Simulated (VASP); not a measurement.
# Cu (Fm-3m) in VASP: single point with r2SCAN

Aim: the single point of Cu with r2SCAN.

Program: VASP 6.6.1. These are calculated values, not measurements. Logs are shortened: lines on timing, memory, paths and dates and some standing lists are left out, and cuts for length are marked.

### Step 1. The cell of the first run

The structure is cubic, space group Fm-3m (No. 225). The conventional cell has a = 3.576 Å, b = 3.576 Å, c = 3.576 Å, α = 90.00°, β = 90.00°, γ = 90.00°. Cu (site symmetry m-3m) has 12 Cu at 2.53 Å within 3.3 Å.

### Step 2. Single point, r2SCAN

Contents of POSCAR:

```
Cu
1.0
    0.0000000000      1.7881520468      1.7881520468
    1.7881520468      0.0000000000      1.7881520468
    1.7881520468      1.7881520468      0.0000000000
Cu
1
Direct
    0.0000000000      0.0000000000      0.0000000000
```

Contents of INCAR.step1:

```
PREC = Accurate ; ENCUT = 520
ISMEAR = 0 ; SIGMA = 0.1
LREAL = False ; LASPH = True
NELM = 100 ; NBANDS = 12
GGA = PE ; ALGO = Normal
EDIFF = 1E-4 ; LWAVE = True
LCHARG = False
```

Contents of INCAR.step2:

```
PREC = Accurate ; ENCUT = 520
EDIFF = 1E-7 ; ISMEAR = 0
SIGMA = 0.1 ; LREAL = False
LASPH = True ; NELM = 100
ALGO = Normal ; ISIF = 2
LWAVE = False ; LCHARG = True
METAGGA = R2SCAN ; LMIXTAU = True
LELF = True ; LVHAR = True
NBANDS = 12 ; ISTART = 1
```

Contents of KPOINTS:

```
Automatic mesh
0
Gamma
  38 38 38
```

Potentials or basis: VASP PAW PBE potentials, release 64 (Cu).

Started as:

```console
cat potpaw_PBE.64/Cu/POTCAR > POTCAR
cp INCAR.step1 INCAR
mpirun -np 1 vasp_std > vasp.out
cp INCAR.step2 INCAR
mpirun -np 1 vasp_std > vasp.out
```

OUTCAR:

```text
PREC = Accurate
   ENCUT = 520
   EDIFF = 1E-7
   ISMEAR = 0
   LREAL = False
   LASPH = True
   NELM = 100
   ISIF = 2
   METAGGA = R2SCAN
   ISTART = 1

 ion  position               nearest neighbor table
   1  0.000  0.000  0.000-

  LATTYP: Found a face centered cubic cell.
 ALAT       =     3.5763040936

  Lattice vectors:

 A1 = (   0.0000000000,   1.7881520468,   1.7881520468)
 A2 = (   1.7881520468,   0.0000000000,   1.7881520468)
 A3 = (   1.7881520468,   1.7881520468,   0.0000000000)

Analysis of symmetry for initial positions (statically):
=====================================================================
 Subroutine PRICEL returns:
 Original cell was already a primitive cell.

 Routine SETGRP: Setting up the symmetry group for a
 face centered cubic supercell.

 Subroutine GETGRP returns: Found 48 space group operations
 (whereof 48 operations were pure point group operations)
 out of a pool of 48 trial point group operations.

The static configuration has the point symmetry O_h .

Analysis of symmetry for dynamics (positions and initial velocities):
=====================================================================
 Subroutine PRICEL returns:
 Original cell was already a primitive cell.

 Routine SETGRP: Setting up the symmetry group for a
 face centered cubic supercell.

 Subroutine GETGRP returns: Found 48 space group operations
 (whereof 48 operations were pure point group operations)
 out of a pool of 48 trial point group operations.

The dynamic configuration has the point symmetry O_h .

 Subroutine INISYM returns: Found 48 space group operations
 (whereof 48 operations are pure point group operations),
 and found     1 'primitive' translations

----------------------------------------------------------------------------------------

                                     Primitive cell

  volume of cell :      11.4352

  direct lattice vectors                    reciprocal lattice vectors
     0.000000000  1.788152047  1.788152047    -0.279618280  0.279618280  0.279618280
     1.788152047  0.000000000  1.788152047     0.279618280 -0.279618280  0.279618280
     1.788152047  1.788152047  0.000000000     0.279618280  0.279618280 -0.279618280

  length of vectors
     2.528828876  2.528828876  2.528828876     0.484313068  0.484313068  0.484313068

  position of ions in fractional coordinates (direct lattice)
     0.000000000  0.000000000  0.000000000

  ion indices of the primitive-cell ions
   primitive index   ion index
                 1           1

----------------------------------------------------------------------------------------
[... 82 lines left out ...]
   NUPDOWN=      -1.0000    fix difference up-down
   EMIN   =  10.00;   EMAX   =-10.00  energy-range for DOS
   EFERMI =   0.00;   METHOD = LEGACY
   ISMEAR =     0;   SIGMA  =   0.10  broadening in eV -4-tet -1-fermi 0-gaus
   EFERMI_NEDOS =   21; number of points for ismear=-14 and -15
   IALGO  =     38    algorithm
   IMIX   =      4    mixing-type and parameters
     AMIX     =   0.40;   BMIX     =  1.00
     AMIX_MAG =   1.60;   BMIX_MAG =  1.00
  volume/ion in A,a.u.               =      11.44        77.17
  Fermi-wavevector in a.u.,A,eV,Ry     =   1.616062  3.053914 35.533731  2.611656
  Thomas-Fermi vector in A             =   2.710709
   LORBIT       =      0    0 simple, 1 ext, 2 COOP (PROOUT), +10 PAW based schemes
   METAGGA = R2SCAN    functional components
   LHFCALC =     F    Hartree Fock is set to
   AEXX    =    0.0000 exact exchange contribution
   IVDW    =     0    specifies the selected vdW correction
   LEPSILON=     F    determine dielectric tensor
   LRPA    =     F    only Hartree local field effects (RPA)
 non-spin polarized calculation
 Gauss-broadening in eV      SIGMA  =   0.10
  energy-cutoff  :      520.00
  volume of cell :       11.44
 maximum number of plane-waves:       331
   NGX =  9   NGY =  9   NGZ =  9

 number of electron      11.0000012 magnetization

 Free energy of the ion-electron system (eV)
  ---------------------------------------------------
  ext. energy  EPLUGINS =         0.00000000
  ---------------------------------------------------
  free energy    TOTEN  =       -10.82710317 eV

  energy without entropy =      -10.82572119  energy(sigma->0) =      -10.82641218

 E-fermi :   7.8288     XC(G=0): -13.9636

 val. band max:        7.8287387008   @ k =  -0.3684   0.1579   0.0000
 cond. band min:       7.8421716602   @ k =   0.4737   0.3947   0.0789
 fundamental gap:      0.0134329594
 Fermi energy:         7.8288332297

 k-point     1 :       0.0000    0.0000    0.0000
  band No.  band energies     occupation
      1      -2.1253      2.00000
      2       4.5593      2.00000
      3       4.5594      2.00000
      4       4.5594      2.00000
      5       5.4176      2.00000
      6       5.4176      2.00000
      7      31.4516      0.00000
      8      34.7429      0.00000
      9      34.7429      0.00000
     10      34.7432      0.00000
     11      37.1587      0.00000
     12      37.1588      0.00000
[... 331 lines left out ...]
 k-point    24 :       0.1053    0.0263    0.0000
  band No.  band energies     occupation
      1      -1.7428      2.00000
      2       4.4735      2.00000
      3       4.6288      2.00000
      4       4.6328      2.00000
      5       5.3653      2.00000
      6       5.4197      2.00000
      7      29.2252      0.00000
      8      32.2655      0.00000
      9      33.0248      0.00000
     10      34.5717      0.00000
     11      37.7658      0.00000
     12      39.2226      0.00000

 [... further k-points ...]

------------------------ aborting loop because EDIFF is reached ----------------------------------------

  FORCE on cell =-STRESS in cart. coord.  units (eV):
  Direction    XX          YY          ZZ          XY          YZ          ZX
  --------------------------------------------------------------------------------------
  -------------------------------------------------------------------------------------
  Total        0.0443266      0.0443266      0.0443266      0.0000000      0.0000000      0.0000000
  in kB        6.2105771      6.2105771      6.2105771      0.0000000      0.0000000      0.0000000
  external PRESSURE =       6.2105771 kB  Pullay stress =       0.0000000 kB

 VOLUME and BASIS-vectors are now :
 -----------------------------------------------------------------------------
  energy-cutoff  :      520.00
  volume of cell :       11.44
      direct lattice vectors                 reciprocal lattice vectors
     0.000000000  1.788152047  1.788152047    -0.279618280  0.279618280  0.279618280
     1.788152047  0.000000000  1.788152047     0.279618280 -0.279618280  0.279618280
     1.788152047  1.788152047  0.000000000     0.279618280  0.279618280 -0.279618280

 POSITION                                       TOTAL-FORCE (eV/Angst)
 -----------------------------------------------------------------------------------
      0.00000      0.00000      0.00000        -0.000000     -0.000000     -0.000000
 -----------------------------------------------------------------------------------
    total drift:                               -0.000000     -0.000000     -0.000000

  FREE ENERGIE OF THE ION-ELECTRON SYSTEM (eV)
  ---------------------------------------------------
  free  energy   TOTEN  =       -10.8271031694 eV

  energy  without entropy=      -10.8257211868  energy(sigma->0) =      -10.82641218
```

It took 12 min on 1 thread of AMD EPYC 7R13 (Zen 3), shared host; peak memory 0.27 GiB.

Results:

```yaml
Free_energy: -10.8271 eV
Pressure: 0.6 GPa
Band_gap_on_the_k_mesh: zero (an odd number of electrons rules out a gap without spin polarisation)
```

Levels at points of the mesh, in eV from the Fermi level:
```
           k point  band 3  band 4  band 5  band 6  band 7  band 8  band 9  band 10
(0.00, 0.00, 0.00)   -3.27   -3.27   -2.41   -2.41   23.62   26.91   26.91    26.91
(0.50, 0.00, 0.00)   -3.32   -1.79   -1.79   -1.17    4.11   22.11   23.64    23.64
(0.50, 0.50, 0.00)   -1.83   -1.63   -1.63    1.54    7.64   14.00   14.00    18.43
```

Caveat: the PAW data sets were made with another functional, which shifts forces and pressure a little.
